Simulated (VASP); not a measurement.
# BN (lda) (R3m) in VASP: notebook

Runs on BN (lda). Level: LDA. Tasks: single point.

Everything below comes from runs of VASP 6.6.1. Logs are shortened: lines on timing, memory, paths and dates and some standing lists are left out, and cuts for length are marked.

## Step 1: The cell of the first run

The structure is trigonal, space group R3m (No. 160). Conventional cell: a = 2.493 Å, b = 2.493 Å, c = 6.070 Å, α = 90.00°, β = 90.00°, γ = 120.00°. B (site symmetry 3m) has 4 N at 1.52 to 1.53 Å within 2.0 Å. N (site symmetry 3m) has 4 B at 1.52 to 1.53 Å within 2.0 Å.

## Step 2: Single point, LDA (strained cell)

File INCAR:

```
PREC = Accurate
ENCUT = 600
EDIFF = 1E-6
ISMEAR = 0
SIGMA = 0.02
LREAL = False
LASPH = True
NELM = 120
ALGO = Normal
ISIF = 2
LWAVE = False
LCHARG = False
GGA = CA
NBANDS = 11
GGA_COMPAT = False
```

File KPOINTS:

```
Automatic mesh
0
Gamma
  9 9 9
```

File POSCAR:

```
BN
1.0
   -0.0071596179      1.7558962877      1.7558962877
    1.7558962877     -0.0071596179      1.7558962877
    1.7558962877      1.7558962877     -0.0071596179
B N
1 1
Direct
   -0.0001111721     -0.0001111721     -0.0001111721
    0.2501111721      0.2501111721      0.2501111721
```

Potentials or basis: VASP PAW LDA potentials, release 64 (B, N).

Command:

```console
> cat potpaw_LDA.64/B/POTCAR potpaw_LDA.64/N/POTCAR > POTCAR
> mpirun -np 1 vasp_std > vasp.out
```

OUTCAR:

```text
PREC = Accurate
   ENCUT = 600
   EDIFF = 1E-6
   ISMEAR = 0
   LREAL = False
   LASPH = True
   NELM = 120
   ISIF = 2
   GGA = CA

 ion  position               nearest neighbor table
   1  1.000  1.000  1.000-   2 1.52   2 1.53   2 1.53   2 1.53
   2  0.250  0.250  0.250-   1 1.52   1 1.53   1 1.53   1 1.53

  LATTYP: Found a trigonal (rhomboedric) cell.
 ALAT       =     2.4832226655
 COS(alpha) =     0.4959184055

  Lattice vectors:

 A1 = (  -0.0071596179,   1.7558962877,   1.7558962877)
 A2 = (   1.7558962877,  -0.0071596179,   1.7558962877)
 A3 = (   1.7558962877,   1.7558962877,  -0.0071596179)

Analysis of symmetry for initial positions (statically):
=====================================================================
 Subroutine PRICEL returns:
 Original cell was already a primitive cell.

 Routine SETGRP: Setting up the symmetry group for a
 trigonal (rhombohedral) supercell.

 Subroutine GETGRP returns: Found  6 space group operations
 (whereof  6 operations were pure point group operations)
 out of a pool of 12 trial point group operations.

The static configuration has the point symmetry C_3v.

Analysis of symmetry for dynamics (positions and initial velocities):
=====================================================================
 Subroutine PRICEL returns:
 Original cell was already a primitive cell.

 Routine SETGRP: Setting up the symmetry group for a
 trigonal (rhombohedral) supercell.

 Subroutine GETGRP returns: Found  6 space group operations
 (whereof  6 operations were pure point group operations)
 out of a pool of 12 trial point group operations.

The dynamic configuration has the point symmetry C_3v.

 Subroutine INISYM returns: Found  6 space group operations
 (whereof  6 operations are pure point group operations),
 and found     1 'primitive' translations

----------------------------------------------------------------------------------------

                                     Primitive cell

  volume of cell :      10.8937

  direct lattice vectors                    reciprocal lattice vectors
    -0.007159618  1.755896288  1.755896288    -0.283019131  0.284177858  0.284177858
     1.755896288 -0.007159618  1.755896288     0.284177858 -0.283019131  0.284177858
     1.755896288  1.755896288 -0.007159618     0.284177858  0.284177858 -0.283019131

  length of vectors
     2.483222665  2.483222665  2.483222665     0.491542407  0.491542407  0.491542407

  position of ions in fractional coordinates (direct lattice)
     0.999888828  0.999888828  0.999888828
     0.250111172  0.250111172  0.250111172

  ion indices of the primitive-cell ions
   primitive index   ion index
                 1           1
                 2           2

----------------------------------------------------------------------------------------

 KPOINTS: Automatic mesh

Automatic generation of k-mesh.
 Grid dimensions read from file:
 generate k-points for:    9    9    9

 Generating k-lattice:

  Cartesian coordinates                     Fractional coordinates (reciprocal lattice)
    -0.031446570  0.031575318  0.031575318     0.111111111 -0.000000000 -0.000000000
     0.031575318 -0.031446570  0.031575318    -0.000000000  0.111111111 -0.000000000
     0.031575318  0.031575318 -0.031446570    -0.000000000 -0.000000000  0.111111111

  Length of vectors
     0.054615823  0.054615823  0.054615823

  Shift w.r.t. Gamma in fractional coordinates (k-lattice)
     0.000000000  0.000000000  0.000000000

 Subroutine IBZKPT returns following result:
 ===========================================

 Found     85 irreducible k-points:

 Following reciprocal coordinates:
            Coordinates               Weight
  0.000000  0.000000  0.000000      1.000000
  0.111111  0.000000 -0.000000      6.000000
  0.222222  0.000000  0.000000      6.000000
  0.333333  0.000000 -0.000000      6.000000
  0.444444  0.000000  0.000000      6.000000
  0.111111  0.111111  0.000000      6.000000
[... 16 lines left out ...]
 -0.333333  0.333333  0.000000      6.000000
  0.444444  0.444444  0.000000      6.000000
 [... further k-points ...]
   k-points           NKPTS =     85   k-points in BZ     NKDIM =     85   number of bands    NBANDS=     11
   number of dos      NEDOS =    301   number of ions     NIONS =      2
   total plane-waves  NPLWV =   8000
   dimension x,y,z NGX =    20 NGY =   20 NGZ =   20
   dimension x,y,z NGXF=    40 NGYF=   40 NGZF=   40
   ions per type =               1   1
   NGX,Y,Z   is equivalent  to a cutoff of  13.39, 13.39, 13.39 a.u.
   NGXF,Y,Z  is equivalent  to a cutoff of  26.78, 26.78, 26.78 a.u.
 SYSTEM =  unknown system
   PREC   = accura    normal or accurate (medium, high low for compatibility)
   ISTART =      0    job   : 0-new  1-cont  2-samecut
   ICHARG =      2    charge: 1-file 2-atom 10-const
   ISPIN  =      1    spin polarized calculation?
   LNONCOLLINEAR =      F non collinear calculations
   LSORBIT =      F    spin-orbit coupling
   LASPH  =      T    aspherical Exc in radial PAW
   ENCUT  =  600.0 eV  44.10 Ry    6.64 a.u.   4.96  4.96  4.96*2*pi/ulx,y,z
   NELM   =    120;   NELMIN=  2; NELMDL= -5     # of ELM steps
   EDIFF  = 0.1E-05   stopping-criterion for ELM
   LREAL  =      F    real-space projection
   EDIFFG = 0.1E-04   stopping-criterion for IOM
   NSW    =      0    number of steps for IOM
   IBRION =     -1    ionic relax: 0-MD 1-quasi-New 2-CG
   NFREE  =      0    steps in history (QN), initial steepest desc. (CG)
   ISIF   =      2    stress and relaxation
   ISYM   =      2    0-nonsym 1-usesym 2-fastsym
   POTIM  = 0.5000    time-step for ionic-motion
   TEBEG  =    0.0;   TEEND  =   0.0 temperature during run
   PSTRESS=    0.0 pullay stress
   NELECT =       8.0000    total number of electrons
   NUPDOWN=      -1.0000    fix difference up-down
   EMIN   =  10.00;   EMAX   =-10.00  energy-range for DOS
   EFERMI =   0.00;   METHOD = LEGACY
   ISMEAR =     0;   SIGMA  =   0.02  broadening in eV -4-tet -1-fermi 0-gaus
   EFERMI_NEDOS =   21; number of points for ismear=-14 and -15
   IALGO  =     38    algorithm
   IMIX   =      4    mixing-type and parameters
     AMIX     =   0.40;   BMIX     =  1.00
     AMIX_MAG =   1.60;   BMIX_MAG =  1.00
  volume/ion in A,a.u.               =       5.45        36.76
  Fermi-wavevector in a.u.,A,eV,Ry     =   1.476998  2.791122 29.681426  2.181523
  Thomas-Fermi vector in A             =   2.591456
   LORBIT       =      0    0 simple, 1 ext, 2 COOP (PROOUT), +10 PAW based schemes
   GGA     = CA    functional components
   LHFCALC =     F    Hartree Fock is set to
   AEXX    =    0.0000 exact exchange contribution
   IVDW    =     0    specifies the selected vdW correction
   LEPSILON=     F    determine dielectric tensor
   LRPA    =     F    only Hartree local field effects (RPA)
 non-spin polarized calculation
 Gauss-broadening in eV      SIGMA  =   0.02
  energy-cutoff  :      600.00
  volume of cell :       10.89
 maximum number of plane-waves:       375
   NGX =  9   NGY =  9   NGZ =  9

 number of electron       8.0000000 magnetization

 Free energy of the ion-electron system (eV)
  ---------------------------------------------------
  ext. energy  EPLUGINS =         0.00000000
  ---------------------------------------------------
  free energy    TOTEN  =       -19.37042709 eV

  energy without entropy =      -19.37042709  energy(sigma->0) =      -19.37042709

 E-fermi :   8.5679     XC(G=0): -13.4977

 val. band max:        8.4666338103   @ k =   0.0000   0.0000   0.0000
 cond. band min:      13.0372296259   @ k =   0.4444   0.4444   0.0000
 fundamental gap:      4.5705958157
 Fermi energy:         8.5678720148

 k-point     1 :       0.0000    0.0000    0.0000
  band No.  band energies     occupation
      1     -12.5806      2.00000
      2       8.4168      2.00000
      3       8.4168      2.00000
      4       8.4666      2.00000
      5      17.4454      0.00000
      6      17.4454      0.00000
      7      17.5966      0.00000
      8      20.2246      0.00000
      9      34.4784      0.00000
     10      37.2358      0.00000
     11      37.2358      0.00000

 k-point     2 :       0.1111    0.0000   -0.0000
  band No.  band energies     occupation
      1     -12.2614      2.00000
      2       6.8077      2.00000
      3       8.0821      2.00000
      4       8.1226      2.00000
      5      17.9524      0.00000
      6      17.9744      0.00000
      7      18.1235      0.00000
      8      21.0325      0.00000
      9      33.7103      0.00000
     10      34.0439      0.00000
     11      34.1454      0.00000

 k-point     3 :       0.2222    0.0000    0.0000
  band No.  band energies     occupation
      1     -11.3223      2.00000
      2       3.5106      2.00000
      3       7.3790      2.00000
      4       7.4095      2.00000
      5      18.7496      0.00000
      6      18.8976      0.00000
      7      19.0336      0.00000
      8      22.6419      0.00000
      9      32.6140      0.00000
     10      32.6835      0.00000
     11      32.8105      0.00000

 k-point     4 :       0.3333    0.0000   -0.0000
  band No.  band energies     occupation
      1      -9.8515      2.00000
      2       0.0762      2.00000
      3       6.7408      2.00000
      4       6.7604      2.00000
      5      19.3465      0.00000
      6      19.3932      0.00000
      7      19.5224      0.00000
      8      23.7506      0.00000
      9      32.4657      0.00000
     10      33.4898      0.00000
     11      33.7191      0.00000
[... 239 lines left out ...]
 k-point    22 :      -0.4444    0.3333   -0.0000
  band No.  band energies     occupation
      1      -6.5742      2.00000
      2      -0.5566      2.00000
      3       1.1557      2.00000
      4       3.9440      2.00000
      5      15.3229      0.00000
      6      21.1845      0.00000
      7      25.1523      0.00000
      8      25.8780      0.00000
      9      28.8135      0.00000
     10      36.3450      0.00000
     11      37.7871      0.00000

 k-point    23 :      -0.3333    0.3333    0.0000
  band No.  band energies     occupation
      1      -6.6730      2.00000
      2      -0.6087      2.00000
      3       0.5655      2.00000
      4       4.6640      2.00000
      5      16.5017      0.00000
      6      23.6843      0.00000
      7      23.8105      0.00000
      8      25.5748      0.00000
      9      27.2995      0.00000
     10      34.2762      0.00000
     11      36.5217      0.00000

 k-point    24 :       0.4444    0.4444    0.0000
  band No.  band energies     occupation
      1      -6.8630      2.00000
      2      -0.4705      2.00000
      3       3.1560      2.00000
      4       3.2458      2.00000
      5      13.0372      0.00000
      6      18.1438      0.00000
      7      27.0440      0.00000
      8      27.0484      0.00000
      9      30.1767      0.00000
     10      37.2066      0.00000
     11      43.7309      0.00000

 [... further k-points ...]

------------------------ aborting loop because EDIFF is reached ----------------------------------------

  FORCE on cell =-STRESS in cart. coord.  units (eV):
  Direction    XX          YY          ZZ          XY          YZ          ZX
  --------------------------------------------------------------------------------------
  -------------------------------------------------------------------------------------
  Total        1.6308796      1.6308796      1.6308796      0.1482468      0.1482468      0.1482468
  in kB      239.8599681    239.8599681    239.8599681     21.8032488     21.8032488     21.8032488
  external PRESSURE =     239.8599681 kB  Pullay stress =       0.0000000 kB

 VOLUME and BASIS-vectors are now :
 -----------------------------------------------------------------------------
  energy-cutoff  :      600.00
  volume of cell :       10.89
      direct lattice vectors                 reciprocal lattice vectors
    -0.007159618  1.755896288  1.755896288    -0.283019131  0.284177858  0.284177858
     1.755896288 -0.007159618  1.755896288     0.284177858 -0.283019131  0.284177858
     1.755896288  1.755896288 -0.007159618     0.284177858  0.284177858 -0.283019131

 POSITION                                       TOTAL-FORCE (eV/Angst)
 -----------------------------------------------------------------------------------
      3.50424      3.50424      3.50424        -0.001495     -0.001495     -0.001495
      0.87655      0.87655      0.87655         0.001495      0.001495      0.001495
 -----------------------------------------------------------------------------------
    total drift:                                0.000047      0.000047      0.000047

  FREE ENERGIE OF THE ION-ELECTRON SYSTEM (eV)
  ---------------------------------------------------
  free  energy   TOTEN  =       -19.3704270906 eV

  energy  without entropy=      -19.3704270906  energy(sigma->0) =      -19.37042709
```

Wall time 10 s (1 thread of Intel Xeon 8259CL, shared host); peak memory 0.12 GiB.

What came out:

```yaml
Free_energy: -19.3704 eV
Pressure: 24.0 GPa
Band_gap_on_the_k_mesh: 4.57 eV, indirect (least direct gap 8.98 eV)
```

Forces on the atoms (eV/Å):
```
B   -0.001 -0.001 -0.001
N    0.001  0.001  0.001
```

Caveat: the cell differs from its parent crystal (strained cell).

## Step 3: Single point, LDA (strained cell)

File INCAR:

```
ALGO     = Normal         # electronic algorithm
EDIFF    = 1E-6           # SCF threshold, eV
ENCUT    = 600            # plane-wave cutoff, eV
GGA_COMPAT= F            
ISIF     = 2              # what is computed and relaxed
ISMEAR   = 0              # smearing method
LASPH    = T              # aspherical terms in the spheres
LCHARG   = F              # write CHGCAR
LREAL    = F              # projectors in reciprocal space
LWAVE    = F              # write WAVECAR
NBANDS   = 11             # bands
NELM     = 120            # most SCF steps
PREC     = Accurate       # precision mode
SIGMA    = 0.02           # smearing width, eV
```

File KPOINTS:

```
k-points
0
Gamma
  9 9 9
```

File POSCAR:

```
BN
1.0
    0.0286384716      1.7916943772      1.7916943772
    1.7916943772      0.0286384716      1.7916943772
    1.7916943772      1.7916943772      0.0286384716
B N
1 1
Direct
    0.0002453960      0.0002453960      0.0002453960
    0.2497546040      0.2497546040      0.2497546040
```

Potentials or basis: VASP PAW LDA potentials, release 64 (B, N).

Command:

```console
> cat potpaw_LDA.64/B/POTCAR potpaw_LDA.64/N/POTCAR > POTCAR
> mpirun -np 1 vasp_std > vasp.out
```

Run time: 8.9 s. Hardware: 1 thread of Intel Xeon 8259CL, shared host; peak memory 0.12 GiB.

Results (log left out):

```yaml
Free_energy: -19.3938 eV
Pressure: 10.2 GPa
Largest_force: 0.007 eV/Å
Band_gap_on_the_k_mesh: 4.49 eV, indirect (least direct gap 8.33 eV)
```

Forces in eV/Å, atoms in the order of the input:
```
B    0.004  0.004  0.004
N   -0.004 -0.004 -0.004
```

Stress tensor (GPa, compression positive):
```
10.24 -8.03 -8.03
-8.03 10.24 -8.03
-8.03 -8.03 10.24
```

Levels at points of the mesh, in eV from the valence-band top:
```tsv
k point	band 2	band 3	band 4	band 5	band 6	band 7
(0.00, 0.00, 0.00)	-0.17	0.00	0.00	8.33	9.08	9.08
```

Caveat: the cell differs from its parent crystal (strained cell).

## Step 4: Single point, LDA (strained cell)

File INCAR:

```
SYSTEM = BN
PREC = Accurate
ENCUT = 600
EDIFF = 1E-6
ISMEAR = 0
SIGMA = 0.02
LREAL = .False.
LASPH = .True.
NELM = 120
ALGO = Normal
ISIF = 2
LWAVE = .False.
LCHARG = .True.
LELF = .True.
LVHAR = .True.
NBANDS = 11
GGA_COMPAT = .False.
```

File KPOINTS:

```
Automatic mesh
0
Gamma
  9 9 9
  0 0 0
```

File POSCAR:

```
BN
1.0
    0.0214330961      1.7844890017      1.7844890017
    1.7844890017      0.0214330961      1.7844890017
    1.7844890017      1.7844890017      0.0214330961
B N
1 1
Direct
    0.0002179651      0.0002179651      0.0002179651
    0.2497820349      0.2497820349      0.2497820349
```

Command:

```console
> cat potpaw_LDA.64/B/POTCAR potpaw_LDA.64/N/POTCAR > POTCAR
> mpirun -np 1 vasp_std > vasp.out
```

Wall time 9.3 s (1 thread of Intel Xeon 8259CL, shared host); peak memory 0.12 GiB.

It converged, with:

```yaml
Free_energy: -19.3947 eV
Pressure: 12.8 GPa
Largest_force: 0.005 eV/Å
Band_gap_on_the_k_mesh: 4.52 eV, indirect (least direct gap 8.53 eV)
```

Forces on the atoms (eV/Å):
```
B    0.003  0.003  0.003
N   -0.003 -0.003 -0.003
```

Stress tensor (GPa, compression positive):
```
12.80 -6.11 -6.11
-6.11 12.80 -6.11
-6.11 -6.11 12.80
```

Levels at points of the mesh, in eV from the valence-band top:
| k point | band 1 | band 2 | band 3 | band 4 | band 5 | band 6 | band 7 | band 8 |
| --- | --- | --- | --- | --- | --- | --- | --- | --- |
| (0.00, 0.00, 0.00) | -20.77 | -0.13 | 0.00 | 0.00 | 8.53 | 9.07 | 9.07 | 11.40 |

Caveat: the cell differs from its parent crystal (strained cell). A k mesh can miss the band edges.

## Step 5: Single point, LDA (strained cell)

File INCAR:

```
PREC = Accurate ; ENCUT = 600
EDIFF = 1E-6 ; ISMEAR = 0
SIGMA = 0.02 ; LREAL = F
LASPH = T ; NELM = 120
ALGO = Normal ; ISIF = 2
LWAVE = F ; LCHARG = T
GGA = CA ; LELF = T
LVHAR = T ; NBANDS = 11
GGA_COMPAT = F
```

File KPOINTS:

```
Automatic mesh
0
Gamma
  9 9 9
```

File POSCAR:

```
BN
1.0
    0.0209197678      1.7839756734      1.7839756734
    1.7839756734      0.0209197678      1.7839756734
    1.7839756734      1.7839756734      0.0209197678
B N
1 1
Direct
    0.0002179651      0.0002179651      0.0002179651
    0.2497820349      0.2497820349      0.2497820349
```

Command:

```console
> cat potpaw_LDA.64/B/POTCAR potpaw_LDA.64/N/POTCAR > POTCAR
> mpirun -np 1 vasp_std > vasp.out
```

It took 10 s on 1 thread of Intel Xeon 8259CL, shared host; peak memory 0.12 GiB.

The run converged. Its results:

```
Free energy            : -19.3946 eV
Pressure               : 13.0 GPa
Largest force          : 0.004 eV/Å
Band gap on the k mesh : 4.52 eV, indirect (least direct gap 8.54 eV)
```

Forces on the atoms (eV/Å):
```
B    0.002  0.002  0.002
N   -0.002 -0.002 -0.002
```

Stress tensor (GPa, compression positive):
```
12.98 -5.97 -5.97
-5.97 12.98 -5.97
-5.97 -5.97 12.98
```

Levels at points of the mesh, in eV from the valence-band top:
```tsv
k point	band 1	band 2	band 3	band 4	band 5	band 6	band 7	band 8	band 9
(0.00, 0.00, 0.00)	-20.77	-0.13	0.00	0.00	8.54	9.07	9.07	11.40	25.54
```

Caveat: the cell differs from its parent crystal (strained cell). A k mesh can miss the band edges.

## Step 6: Overview

```tsv
cell	gap on the mesh (eV)	pressure (GPa)
a = 2.483 Å, angles 60.3°, 2 atoms	4.57	24.0
a = 2.534 Å, angles 58.9°, 2 atoms	4.49	10.2
a = 2.524 Å, angles 59.2°, 2 atoms	4.52	12.8
a = 2.523 Å, angles 59.2°, 2 atoms	4.52	13.0
```

Alike in all rows: task single point; level LDA; potentials or basis VASP PAW LDA potentials, release 64 (B, N); no spin polarisation; k mesh 9 × 9 × 9; cutoff (eV) 600; smearing gaussian 0.02 eV.

Absolute energies hang on the potentials; compare differences alone.
